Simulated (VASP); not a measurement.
# CdS (Hawleyite) (F-43m) in VASP: notebook, part 2 of 2

VASP 6.6.1. The steps go on from the part before.

### 3 Single point, PBE

This run uses another cell than the first one, of 26.02 Å³/atom, 1.038 times its volume.

Input file INCAR:

```
PREC = Accurate ; ENCUT = 520
EDIFF = 1E-7 ; ISMEAR = 0
SIGMA = 0.01 ; LREAL = F
LASPH = T ; NELM = 80
ALGO = Normal ; ISIF = 2
LWAVE = F ; LCHARG = F
GGA = PE ; NBANDS = 16
```

Input file KPOINTS:

```
Automatic mesh
0
Gamma
  6 6 6
```

Input file POSCAR:

```
CdS
1.0
    0.0000000000      2.9631963126      2.9631963126
    2.9631963126      0.0000000000      2.9631963126
    2.9631963126      2.9631963126      0.0000000000
Cd S
1 1
Direct
    0.0000000000      0.0000000000      0.0000000000
    0.2500000000      0.2500000000      0.2500000000
```

Potentials or basis: VASP PAW PBE potentials, release 64 (Cd, S).

The run is started by

```sh
$ cat potpaw_PBE.64/Cd/POTCAR potpaw_PBE.64/S/POTCAR > POTCAR
$ mpirun -np 1 vasp_std > vasp.out
```

Wall time 19 s (1 thread of Intel Xeon Platinum 8375C at 2.90GHz (Ice Lake), shared host); peak memory 0.17 GiB.

Results (log left out):

```
Free energy            : -6.1451 eV
Pressure               : 0.3 GPa
Band gap on the k mesh : 1.04 eV, direct
```

Levels at points of the mesh, in eV from the valence-band top:
| k point | band 5 | band 6 | band 7 | band 8 | band 9 | band 10 | band 11 | band 12 | band 13 | band 14 |
| --- | --- | --- | --- | --- | --- | --- | --- | --- | --- | --- |
| (0.00, 0.00, 0.00) | -7.15 | -7.15 | 0.00 | 0.00 | 0.00 | 1.04 | 6.55 | 6.55 | 6.55 | 11.17 |
| (0.50, 0.00, 0.00) | -7.12 | -6.81 | -4.12 | -0.69 | -0.69 | 2.94 | 7.00 | 7.00 | 7.33 | 10.94 |
| (0.50, 0.50, 0.00) | -7.08 | -6.75 | -3.75 | -1.72 | -1.72 | 3.63 | 4.28 | 9.04 | 10.49 | 10.49 |

### 4 Single point, r2SCAN

This run uses another cell than the first one, of 25.40 Å³/atom, 1.014 times its volume.

Input file POSCAR:

```
CdS
1.0
    0.0000000000      2.9394058391      2.9394058391
    2.9394058391      0.0000000000      2.9394058391
    2.9394058391      2.9394058391      0.0000000000
Cd S
1 1
Direct
    0.0000000000      0.0000000000      0.0000000000
    0.2500000000      0.2500000000      0.2500000000
```

Input file INCAR.step1:

```
SYSTEM = CdS
  PREC = Accurate
  ENCUT = 520
  ISMEAR = 0
  SIGMA = 0.01
  LREAL = .False.
  LASPH = .True.
  NELM = 60
  NBANDS = 16
  GGA = PE
  ALGO = Normal
  EDIFF = 1E-4
  LWAVE = .True.
  LCHARG = .False.
```

Input file INCAR.step2:

```
SYSTEM = CdS
  PREC = Accurate
  ENCUT = 520
  EDIFF = 1E-6
  ISMEAR = 0
  SIGMA = 0.01
  LREAL = .False.
  LASPH = .True.
  NELM = 60
  ALGO = Normal
  ISIF = 2
  LWAVE = .False.
  LCHARG = .True.
  METAGGA = R2SCAN
  LMIXTAU = .True.
  LELF = .True.
  LVHAR = .True.
  NBANDS = 16
  ISTART = 1
```

Input file KPOINTS:

```
regular mesh
0
Gamma
  6 6 6
  0 0 0
```

Potentials or basis: VASP PAW PBE potentials, release 64 (Cd, S).

The run is started by

```sh
$ cat potpaw_PBE.64/Cd/POTCAR potpaw_PBE.64/S/POTCAR > POTCAR
$ cp INCAR.step1 INCAR
$ mpirun -np 1 vasp_std > vasp.out
$ cp INCAR.step2 INCAR
$ mpirun -np 1 vasp_std > vasp.out
```

OUTCAR:

```text
SYSTEM = CdS
   PREC = Accurate
   ENCUT = 520
   EDIFF = 1E-6
   ISMEAR = 0
   LREAL = .False.
   LASPH = .True.
   NELM = 60
   ISIF = 2
   METAGGA = R2SCAN
   ISTART = 1

 ion  position               nearest neighbor table
   1  0.000  0.000  0.000-   2 2.55   2 2.55   2 2.55   2 2.55
   2  0.250  0.250  0.250-   1 2.55   1 2.55   1 2.55   1 2.55

  LATTYP: Found a face centered cubic cell.
 ALAT       =     5.8788116782

  Lattice vectors:

[... 478 lines left out ...]
     16      14.7228      0.00000

------------------------ aborting loop because EDIFF is reached ----------------------------------------

  FORCE on cell =-STRESS in cart. coord.  units (eV):
  Direction    XX          YY          ZZ          XY          YZ          ZX
  --------------------------------------------------------------------------------------
  -------------------------------------------------------------------------------------
  Total        0.0900648      0.0900648      0.0900648      0.0000000      0.0000000      0.0000000
  in kB        2.8409060      2.8409060      2.8409060      0.0000000      0.0000000      0.0000000
  external PRESSURE =       2.8409060 kB  Pullay stress =       0.0000000 kB

 VOLUME and BASIS-vectors are now :
 -----------------------------------------------------------------------------
  energy-cutoff  :      520.00
  volume of cell :       50.79
      direct lattice vectors                 reciprocal lattice vectors
     0.000000000  2.939405839  2.939405839    -0.170102404  0.170102404  0.170102404
     2.939405839  0.000000000  2.939405839     0.170102404 -0.170102404  0.170102404
     2.939405839  2.939405839  0.000000000     0.170102404  0.170102404 -0.170102404

 POSITION                                       TOTAL-FORCE (eV/Angst)
 -----------------------------------------------------------------------------------
      0.00000      0.00000      0.00000         0.000000     -0.000000     -0.000000
      1.46970      1.46970      1.46970        -0.000000      0.000000      0.000000
 -----------------------------------------------------------------------------------
    total drift:                               -0.000004     -0.000004     -0.000004

  FREE ENERGIE OF THE ION-ELECTRON SYSTEM (eV)
  ---------------------------------------------------
  free  energy   TOTEN  =       -29.6843715695 eV

  energy  without entropy=      -29.6843715695  energy(sigma->0) =      -29.68437157
```

OUTCAR.step1:

```text
SYSTEM = CdS
   PREC = Accurate
   ENCUT = 520
   ISMEAR = 0
   LREAL = .False.
   LASPH = .True.
[... 514 lines left out ...]
      0.00000      0.00000      0.00000        -0.000000     -0.000000     -0.000000
      1.46970      1.46970      1.46970         0.000000      0.000000      0.000000
 -----------------------------------------------------------------------------------
    total drift:                               -0.000001     -0.000001     -0.000001

  FREE ENERGIE OF THE ION-ELECTRON SYSTEM (eV)
  ---------------------------------------------------
  free  energy   TOTEN  =        -6.1372377644 eV

  energy  without entropy=       -6.1372377644  energy(sigma->0) =       -6.13723776
```

OSZICAR.step1:

```text
N       E                     dE             d eps       ncg     rms          rms(c)
DAV:   1     0.113966738362E+03    0.11397E+03   -0.89718E+03   512   0.103E+03
DAV:   2    -0.222041819841E+01   -0.11619E+03   -0.10815E+03   616   0.256E+02
DAV:   3    -0.665842699062E+01   -0.44380E+01   -0.44307E+01   656   0.530E+01
DAV:   4    -0.668611947740E+01   -0.27692E-01   -0.27690E-01   624   0.411E+00
DAV:   5    -0.668649724017E+01   -0.37776E-03   -0.37776E-03   672   0.451E-01    0.772E+00
DAV:   6    -0.615545140812E+01    0.53105E+00   -0.85043E-01   768   0.114E+01    0.624E+00
DAV:   7    -0.613680049390E+01    0.18651E-01   -0.19316E-01   608   0.299E+00    0.308E+00
DAV:   8    -0.613709384895E+01   -0.29336E-03   -0.17557E-02   600   0.166E+00    0.293E-01
DAV:   9    -0.613701552035E+01    0.78329E-04   -0.20631E-03   624   0.661E-01    0.603E-02
DAV:  10    -0.613715089272E+01   -0.13537E-03   -0.24701E-04   600   0.154E-01    0.697E-02
DAV:  11    -0.613723776439E+01   -0.86872E-04   -0.13655E-04   624   0.931E-02
   1 F= -.61372378E+01 E0= -.61372378E+01  d E =-.595283E-16
```

Wall time 59 s (1 thread of Intel Xeon Platinum 8375C at 2.90GHz (Ice Lake), shared host); peak memory 0.18 GiB.

What came out:

| Item | Value |
| --- | --- |
| Free energy | -29.6844 eV |
| Pressure | 0.3 GPa |
| Band gap on the k mesh | 1.54 eV, direct |

Levels at points of the mesh, in eV from the valence-band top:
```csv
k point,band 6,band 7,band 8,band 9,band 10,band 11,band 12,band 13
"(0.00, 0.00, 0.00)",-7.41,0.00,0.00,0.00,1.54,7.08,7.08,7.08
"(0.50, 0.00, 0.00)",-7.04,-4.32,-0.73,-0.73,3.44,7.48,7.48,7.82
"(0.50, 0.50, 0.00)",-6.98,-3.87,-1.84,-1.84,3.88,4.73,9.68,11.40
```

Caveat: the PAW data sets were made with another functional, which shifts forces and pressure a little. r2SCAN opens gaps a little over a GGA but as a rule still falls short of measured ones.

### 5 The runs side by side

```tsv
level	cell	gap on the mesh (eV)	pressure (GPa)
PBE+D3(BJ)	a = 4.138 Å, angles 60.0°, 2 atoms	1.13	0.4
PBE	a = 4.191 Å, angles 60.0°, 2 atoms	1.04	0.3
r2SCAN	a = 4.157 Å, angles 60.0°, 2 atoms	1.54	0.3
```

Alike in all rows: task single point; potentials or basis VASP PAW PBE potentials, release 64 (Cd, S); no spin polarisation; k mesh 6 × 6 × 6; cutoff (eV) 520; smearing gaussian 0.01 eV.

Caveats: the PAW data sets were made with another functional, which shifts forces and pressure a little (some runs).

Absolute energies hang on the potentials; compare differences alone.
